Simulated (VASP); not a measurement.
# Sr (Fm-3m) in VASP: notebook, part 2 of 2

VASP 6.6.1.

## (4) Single point, PBE (strained)

Input file INCAR:

```
SYSTEM = Sr
ALGO = Normal ; EDIFF = 1E-6
ENCUT = 520 ; GGA = PE
ISIF = 2 ; ISMEAR = 0
LASPH = .True. ; LCHARG = .False.
LREAL = .False. ; LWAVE = .False.
NBANDS = 11 ; NELM = 100
PREC = Accurate ; SIGMA = 0.1
```

Input file KPOINTS:

```
k-points
0
Gamma
  12 12 12
  0 0 0
```

Input file POSCAR:

```
Sr
1.0
    0.0000000000      3.0634030620      3.0634030620
    3.0634030620      0.0000000000      3.0634030620
    3.0634030620      3.0634030620      0.0000000000
Sr
1
Direct
    0.0000000000      0.0000000000      0.0000000000
```

Potentials or basis: VASP PAW PBE potentials, release 64 (Sr_sv).

Command:

```bash
$ cat potpaw_PBE.64/Sr_sv/POTCAR > POTCAR
$ mpirun -np 1 vasp_std > vasp.out
```

OUTCAR:

```text
SYSTEM = Sr
   EDIFF = 1E-6
   ENCUT = 520
   GGA = PE
   ISIF = 2
   ISMEAR = 0
   LASPH = .True.
   LREAL = .False.
   NELM = 100
   PREC = Accurate

 ion  position               nearest neighbor table
   1  0.000  0.000  0.000-

  LATTYP: Found a face centered cubic cell.
 ALAT       =     6.1268061240

  Lattice vectors:

 A1 = (   0.0000000000,   3.0634030620,   3.0634030620)
 A2 = (   3.0634030620,   0.0000000000,   3.0634030620)
[... 514 lines left out ...]
     10       6.0428      0.00000
     11       6.6839      0.00000

 [... further k-points ...]

------------------------ aborting loop because EDIFF is reached ----------------------------------------

  FORCE on cell =-STRESS in cart. coord.  units (eV):
  Direction    XX          YY          ZZ          XY          YZ          ZX
  --------------------------------------------------------------------------------------
  -------------------------------------------------------------------------------------
  Total       -0.1855242     -0.1855242     -0.1855242      0.0000000     -0.0000000     -0.0000000
  in kB       -5.1697411     -5.1697411     -5.1697411      0.0000000     -0.0000000     -0.0000000
  external PRESSURE =      -5.1697411 kB  Pullay stress =       0.0000000 kB

 VOLUME and BASIS-vectors are now :
 -----------------------------------------------------------------------------
  energy-cutoff  :      520.00
  volume of cell :       57.50
      direct lattice vectors                 reciprocal lattice vectors
     0.000000000  3.063403062  3.063403062    -0.163217177  0.163217177  0.163217177
     3.063403062  0.000000000  3.063403062     0.163217177 -0.163217177  0.163217177
     3.063403062  3.063403062  0.000000000     0.163217177  0.163217177 -0.163217177

 POSITION                                       TOTAL-FORCE (eV/Angst)
 -----------------------------------------------------------------------------------
      0.00000      0.00000      0.00000        -0.000000      0.000000      0.000000
 -----------------------------------------------------------------------------------
    total drift:                                0.000000      0.000000      0.000000

  FREE ENERGIE OF THE ION-ELECTRON SYSTEM (eV)
  ---------------------------------------------------
  free  energy   TOTEN  =        -1.6356708214 eV

  energy  without entropy=       -1.6270617563  energy(sigma->0) =       -1.63136629
```

OSZICAR:

```text
N       E                     dE             d eps       ncg     rms          rms(c)
DAV:   1     0.362406029451E+02    0.36241E+02   -0.46169E+03  1584   0.773E+02
DAV:   2    -0.231133767729E-01   -0.36264E+02   -0.35722E+02  1837   0.151E+02
DAV:   3    -0.155262135972E+01   -0.15295E+01   -0.15147E+01  2337   0.236E+01
DAV:   4    -0.163078834963E+01   -0.78167E-01   -0.77998E-01  2048   0.477E+00
DAV:   5    -0.163230331364E+01   -0.15150E-02   -0.15148E-02  2238   0.548E-01    0.108E+01
DAV:   6    -0.163433988065E+01   -0.20366E-02   -0.68240E-03  1864   0.937E-01    0.609E+00
DAV:   7    -0.163565070241E+01   -0.13108E-02   -0.11778E-02  1715   0.122E+00    0.289E-01
DAV:   8    -0.163563742821E+01    0.13274E-04   -0.13812E-03  2398   0.223E-01    0.665E-02
DAV:   9    -0.163565951323E+01   -0.22085E-04   -0.31071E-05  1922   0.396E-02    0.277E-02
DAV:  10    -0.163567126068E+01   -0.11747E-04   -0.57126E-06  1863   0.197E-02    0.481E-03
DAV:  11    -0.163567082145E+01    0.43924E-06   -0.31946E-07  1159   0.459E-03
   1 F= -.16356708E+01 E0= -.16313663E+01  d E =-.860907E-02
```

stdout:

```text
POSCAR found type information on POSCAR Sr
 POSCAR found :  1 types and       1 ions
 scaLAPACK will be used
 LDA part: xc-table for (Slater+PW92), standard interpolation
 POSCAR, INCAR and KPOINTS ok, starting setup
 FFT: planning ... GRIDC
 FFT: planning ... GRID_SOFT
 FFT: planning ... GRID
 WAVECAR not read
 entering main loop
```

Wall time 18 s (1 thread of Intel Xeon Platinum 8375C at 2.90GHz (Ice Lake), shared host); peak memory 0.2 GiB.

Results:

```yaml
Free_energy: -1.6357 eV
Pressure: -0.5 GPa
Band_gap_on_the_k_mesh: zero (bands 5 and 6 overlap by 0.10 eV)
```

Levels at points of the mesh, in eV from the Fermi level:
```csv
k point,band 1,band 2,band 3,band 4,band 5,band 6,band 7,band 8,band 9,band 10
"(0.00, 0.00, 0.00)",-36.70,-18.59,-18.59,-18.59,-3.57,2.30,2.30,2.30,3.70,3.70
"(0.50, 0.00, 0.00)",-36.69,-18.76,-18.62,-18.62,-1.09,0.02,2.15,2.15,4.69,4.69
"(0.50, 0.50, 0.00)",-36.68,-18.75,-18.65,-18.65,-0.59,0.39,0.97,4.69,4.97,4.97
```

Caveat: the cell differs from its parent crystal (strained).

## (5) Single point, PBE (strained)

Input file INCAR:

```
ALGO     = Normal         # electronic algorithm
EDIFF    = 1E-7           # SCF threshold, eV
ENCUT    = 520            # plane-wave cutoff, eV
GGA      = PE             # functional
ISIF     = 2              # what is computed and relaxed
ISMEAR   = 0              # smearing method
LASPH    = True           # aspherical terms in the spheres
LCHARG   = False          # write CHGCAR
LREAL    = False          # projectors in reciprocal space
LWAVE    = False          # write WAVECAR
NBANDS   = 11             # bands
NELM     = 100            # most SCF steps
PREC     = Accurate       # precision mode
SIGMA    = 0.1            # smearing width, eV
```

Input file KPOINTS:

```
k-points
0
Gamma
  12 12 12
```

Input file POSCAR:

```
Sr
1.0
    0.0000000000      3.0993332155      3.0993332155
    3.0993332155      0.0000000000      3.0993332155
    3.0993332155      3.0993332155      0.0000000000
Sr
1
Direct
    0.0000000000      0.0000000000      0.0000000000
```

Command:

```bash
$ cat potpaw_PBE.64/Sr_sv/POTCAR > POTCAR
$ mpirun -np 1 vasp_std > vasp.out
```

It took 31 s on 1 thread of Intel Xeon Platinum 8375C at 2.90GHz (Ice Lake), shared host; peak memory 0.22 GiB.

It converged, with:

| Property | Result |
| --- | --- |
| Free energy | -1.6270 eV |
| Pressure | -0.8 GPa |
| Band gap on the k mesh | zero (bands 5 and 6 overlap by 0.14 eV) |

Levels at points of the mesh, in eV from the Fermi level:
| k point | band 3 | band 4 | band 5 | band 6 | band 7 | band 8 |
| --- | --- | --- | --- | --- | --- | --- |
| (0.00, 0.00, 0.00) | -18.66 | -18.66 | -3.51 | 2.27 | 2.27 | 2.27 |
| (0.50, 0.00, 0.00) | -18.68 | -18.68 | -1.07 | -0.01 | 2.13 | 2.13 |
| (0.50, 0.50, 0.00) | -18.72 | -18.72 | -0.55 | 0.42 | 0.91 | 4.57 |

Caveat: the cell differs from its parent crystal (strained).

## (6) Summary

```csv
cell,gap on the mesh (eV),pressure (GPa)
"a = 4.189 Å, angles 60.0°, 1 atom",none,0.7
"a = 4.321 Å, angles 60.0°, 1 atom",none,-0.4
"a = 4.332 Å, angles 60.0°, 1 atom",none,-0.5
"a = 4.383 Å, angles 60.0°, 1 atom",none,-0.8
```

Alike in all rows: task single point; level PBE; potentials or basis VASP PAW PBE potentials, release 64 (Sr_sv); no spin polarisation; k mesh 12 × 12 × 12; cutoff (eV) 520; smearing gaussian 0.1 eV.

Absolute energies hang on the potentials; compare differences alone.
